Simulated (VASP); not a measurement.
Ru: single point with PBEsol

Crystal: Ru.

```
Ru
1.0
     2.57618    0.00000    0.00000
    -1.28809    2.23104    0.00000
     0.00000    0.00000    4.41300
Ru
2
Direct
  0.33333 0.66667 0.25000
  0.66667 0.33333 0.75000
```

This cell differs from its parent crystal: volume 12.682 Å^3 an atom, c/a of the conventional cell 1.7130.

```json
{
 "Program": "VASP 6.6.1",
 "Task": "single point",
 "Functional": "PBEsol",
 "Potentials or basis": "VASP PAW PBE potentials, release 64 (Ru_pv)",
 "Cutoff": "520 eV",
 "k mesh": "21 × 21 × 12",
 "Occupations": "gaussian, width 0.15 eV",
 "Spin": "no spin polarisation",
 "Dipole correction": "no",
 "Further INCAR settings": "ALGO = Fast; EDIFF = 1e-06; NBANDS = 21"
}
```

```
Pressure               : 21.0 GPa
Band gap on the k mesh : zero (band 14 reaches 15.80 eV, above the bottom of band 15 at 12.51 eV)
```

Stress tensor (GPa, compression positive):
```
 36.68   0.00   0.00
  0.00  36.68   0.00
  0.00   0.00 -10.46
```

Levels at points of the mesh, in eV from the Fermi level:
```tsv
k point	band 12	band 13	band 14	band 15	band 16	band 17
(0.00, 0.00, 0.00)	-2.26	-2.26	-0.87	-0.87	0.40	1.36
(0.00, 0.00, 0.50)	-2.84	-2.84	-2.84	0.64	0.64	0.64
```

Wall time 2.1 min on 1 thread of Intel(R) Xeon(R) Platinum 8259CL CPU @ 2.50GHz (Skylake/Cascade Lake), on a shared host, peak memory 0.25 GiB.

Caveat: the PAW data sets were made with another functional, which shifts forces and pressure a little.
